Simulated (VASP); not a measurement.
A run of VASP 6.6.1 is set up as follows.

INCAR

```
  ALGO = Fast
  EDIFF = 1E-6
  EDIFFG = -0.04
  ENCUT = 600
  GGA = PE
  IBRION = 2
  ISIF = 3
  ISMEAR = 0
  LASPH = True
  LCHARG = False
  LREAL = False
  LWAVE = False
  NELM = 100
  NSW = 90
  PREC = Accurate
  SIGMA = 0.1
```

KPOINTS

```
k-points
0
Gamma
  4 4 4
```

Contents of POSCAR:

```
SrAl4Bi
1.0
    0.0000000000      3.8777669550      3.8777669550
    3.8777669550      0.0000000000      3.8777669550
    3.8777669550      3.8777669550      0.0000000000
Sr Al Bi
1 4 1
Direct
    0.0000000000      0.0000000000      0.0000000000
    0.3750000000      0.8750000000      0.3750000000
    0.3750000000      0.3750000000      0.8750000000
    0.3750000000      0.3750000000      0.3750000000
    0.8750000000      0.3750000000      0.3750000000
    0.7500000000      0.7500000000      0.7500000000
```

Potentials or basis: VASP PAW PBE potentials, release 64 (Sr_sv, Al, Bi_d).

Launch:

```bash
$ cat potpaw_PBE.64/Sr_sv/POTCAR potpaw_PBE.64/Al/POTCAR potpaw_PBE.64/Bi_d/POTCAR > POTCAR
$ mpirun -np 1 vasp_std > vasp.out
```

**Question.** Predict the space group after relaxing (to 0.1 Å).

**Answer.** F-43m (No. 216).

**Question.** Estimate the band gap on the k mesh.

**Answer.** Zero (an odd number of electrons rules out a gap without spin polarisation).

Final structure:
```
Sr Al Bi
1.0
     0.00000    4.09515    4.09515
     4.09515    0.00000    4.09515
     4.09515    4.09515    0.00000
Sr Al Bi
1 4 1
Direct
  0.00000 0.00000 0.00000
  0.37502 0.87495 0.37502
  0.37502 0.37502 0.87495
  0.37502 0.37502 0.37502
  0.87495 0.37502 0.37502
  0.75000 0.75000 0.75000
```

Caveat: spin-orbit coupling is left out, which moves the levels of the heavy elements.
